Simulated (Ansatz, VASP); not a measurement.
**Ti6H in VASP and in Ansatz**

```
CELL_PARAMETERS angstrom
2.83217 0.00000 0.00000
0.00000 4.57954 0.00000
0.00000 0.00000 23.55109
ATOMIC_POSITIONS crystal
Ti 0.50000 0.00000 0.16984
Ti 0.00000 0.50000 0.22598
Ti 0.50000 0.00000 0.28211
Ti 0.50000 0.50000 0.33949
Ti 0.00000 0.00000 0.39402
Ti 0.50000 0.50000 0.44801
H 0.87500 0.87500 0.51467
```

Alike in both runs: task single point; functional PBE; k mesh 9 × 6 × 1; occupations gaussian, width 0.1 eV; no spin polarisation.

|  | VASP | Ansatz |
| --- | --- | --- |
| version | VASP 6.6.1 | Ansatz 0.2.0 |
| potentials or method | VASP PAW PBE potentials, release 64 (Ti_sv, H), cutoff 520 eV | scalar-relativistic, plane waves, PAW |
| valence electrons in the cell | 73 | 73 |

```tsv
	VASP	Ansatz	Ansatz less VASP
gap on the k mesh at the Fermi level (eV)	none	none	-
rms of the force components (eV/Å)	0.504	0.505	+0.0007
```

Atom by atom the forces differ by 0.004 eV/Å (rms over components). A gap of «none» marks a metal or a gap that the smearing closes. Ansatz's warnings: xc potential rough in thin density.
